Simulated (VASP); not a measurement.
## Ca: relaxation of cell and atoms with PBE

Crystal: Ca.

```xyz
2
Lattice="3.5907 0.0000 0.0000 -1.7953 3.1096 0.0000 0.0000 0.0000 5.9654" Properties=species:S:1:pos:R:3 pbc="T T T"
Ca    0.0000    2.0731    1.4914
Ca    1.7953    1.0365    4.4741
```

This isn't the form of Ca at room conditions, which is fcc.

```yaml
Program: VASP 6.6.1
Task: relaxation of cell and atoms
Functional: PBE
Potentials_or_basis: VASP PAW PBE potentials, release 64 (Ca_sv)
Cutoff: 600 eV
k_mesh: 12 × 12 × 7
Occupations: fermi-dirac, width 0.08 eV
Spin: no spin polarisation
Target_pressure: 6.1 GPa
Dipole_correction: no
Further_INCAR_settings: ALGO = Normal; EDIFF = 1e-06; IBRION = 2; EDIFFG = -0.005; NSW = 32; ISIF = 3
```

```
Relaxed volume                                             : 33.36 Å³/atom
Relaxed cell                                               : a = 3.593 Å, b = 3.593 Å, c = 5.968 Å, α = 90.00°, β = 90.00°, γ = 120.00°
Space group after relaxing (to 0.1 Å)                      : P6_3/mmc (No. 194)
Energy change on relaxing (the run minimises the enthalpy) : -2.0 meV/atom
Ionic steps                                                : 2
Pressure after relaxing                                    : 6.1 GPa
Band gap on the k mesh                                     : zero (bands 10 and 11 overlap by 0.32 eV)
```

The path:
| step | energy change (eV) | largest force (eV/Å) | pressure (GPa) | volume (Å³) |
| --- | --- | --- | --- | --- |
| 1 | 0.0000 | 0.0000 | 6.15 | 66.61 |
| 2 | -0.0040 | 0.0000 | 6.10 | 66.71 |

Final structure:
```xyz
2
Lattice="3.5928 0.0000 0.0000 -1.7964 3.1114 0.0000 0.0000 0.0000 5.9679" Properties=species:S:1:pos:R:3 pbc="T T T"
Ca    0.0000    2.0743    1.4920
Ca    1.7964    1.0371    4.4759
```

Levels at points of the mesh, in eV from the Fermi level:
```
           k point  band 8  band 9  band 10  band 11  band 12  band 13
(0.00, 0.00, 0.00)  -22.37   -4.46    -1.19    -0.01     2.50     2.60
(0.50, 0.00, 0.00)  -22.43   -1.11    -0.61     0.00     0.30     1.60
```

Run time: 3.1 min on 1 thread of Oxide Virtual Turin-like Processor, with other jobs on the host, peak memory 0.21 GiB.

Caveat: the cell is relaxed towards a set pressure, so the run minimises the enthalpy, not the energy.
